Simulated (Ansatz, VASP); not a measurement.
Ti2O in VASP and in Ansatz

```
Ti O
1.0
     2.95295    0.00000    0.00000
    -1.47648    2.55733    0.00000
     0.00000    0.00000    4.72373
Ti O
2 1
Direct
  0.66667 0.33333 0.26267
  0.33333 0.66667 0.73733
  0.00000 0.00000 0.00000
```

Alike in both runs: task relaxation of cell and atoms; functional PBEsol; k mesh 18 × 18 × 10; occupations fermi-dirac, width 0.15 eV; no spin polarisation.

|  | VASP | Ansatz |
| --- | --- | --- |
| version | VASP 6.6.1 | Ansatz 0.2.0 |
| potentials or method | VASP PAW PBE potentials, release 64 (Ti_sv, O), cutoff 600 eV | scalar-relativistic, plane waves, PAW |
| valence electrons in the cell | 30 | 30 |

```tsv
	VASP	Ansatz	Ansatz less VASP
gap on the k mesh at the Fermi level, each at its own relaxed structure (eV)	none	none	-
relaxed volume (Å³/atom)	11.91	11.91	-0.007
relaxed cell length with the largest relative difference (Å)	4.734	4.729	-0.0050
```

VASP's potentials were made for PBE, not for PBEsol. A gap of «none» marks a metal or a gap that the smearing closes.
